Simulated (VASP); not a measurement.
Set up this calculation in VASP 6.6.1, as the native input.

* Task: relaxation of cell and atoms
* Functional: PBEsol
* Potentials or basis: VASP PAW PBE potentials, release 64 (Al, Ga_d, N)
* Cutoff: 600 eV
* k mesh: 6 × 6 × 6
* Occupations: gaussian, width 0.02 eV
* Spin: no spin polarisation
* Dipole correction: no
* Further INCAR settings: LREAL = Auto; ALGO = Normal; EDIFF = 1e-06; IBRION = 2; EDIFFG = -0.005; NSW = 100; ISIF = 3

The structure of AlGa7N8 lies in POSCAR:

```
AlGa7N8
1.0
    0.0000000000      0.0000000000     -5.1629151348
    3.1732265611      5.4961896277      0.0000000000
    3.1732265611     -5.4961896277      0.0000000000
Al Ga N
1 7 8
Direct
    0.0018072109      0.1666666667      0.3333333333
    0.0011966235      0.1673192106      0.8336596053
    0.0011966235      0.6663403947      0.3326807894
    0.0011966235      0.6663403947      0.8336596053
    0.5007920591      0.3324751803      0.6649503607
    0.5007920591      0.3324751803      0.1675248197
    0.5007361972      0.8333333333      0.6666666667
    0.5007920591      0.8350496393      0.1675248197
    0.6338019790      0.1666666667      0.3333333333
    0.6230044665      0.1671698233      0.8335849117
    0.6230044665      0.6664150883      0.3328301767
    0.6230044665      0.6664150883      0.8335849117
    0.1217435335      0.3299574067      0.6599148133
    0.1217435335      0.3299574067      0.1700425933
    0.1234445651      0.8333333333      0.6666666667
    0.1217435335      0.8400851867      0.1700425933
```

One way to write it, as run:

INCAR

```
  ALGO = Normal
  EDIFF = 1E-6
  EDIFFG = -0.005
  ENCUT = 600
  GGA = PS
  IBRION = 2
  ISIF = 3
  ISMEAR = 0
  LASPH = True
  LCHARG = False
  LREAL = Auto
  LWAVE = False
  NELM = 100
  NSW = 100
  PREC = Accurate
  SIGMA = 0.02
```

KPOINTS

```
k-points
0
Gamma
  6 6 6
```

Potentials or basis: VASP PAW PBE potentials, release 64 (Al, Ga_d, N).

Launch:

```sh
$ cat potpaw_PBE.64/Al/POTCAR potpaw_PBE.64/Ga_d/POTCAR potpaw_PBE.64/N/POTCAR > POTCAR
$ mpirun -np 1 vasp_std > vasp.out
```

It gave:

```
Relaxed volume                         : 11.24 Å³/atom
Relaxed cell                           : a = 5.162 Å, b = 6.342 Å, c = 6.342 Å, α = 120.00°, β = 90.00°, γ = 90.00°
Space group after relaxing (to 0.05 Å) : P3m1 (No. 156)
Energy gained by relaxing              : 0.0 meV/atom
Ionic steps                            : 8
Pressure after relaxing                : 0.0 GPa
Largest force after relaxing           : 0.004 eV/Å
Band gap on the k mesh                 : 2.17 eV, direct
```

Caveat: the PAW data sets were made with another functional, which shifts forces and pressure a little.

Wall time 53 min on 1 thread of Intel(R) Xeon(R) 6975P-C (Granite Rapids) (shared host), peak memory 0.6 GiB.
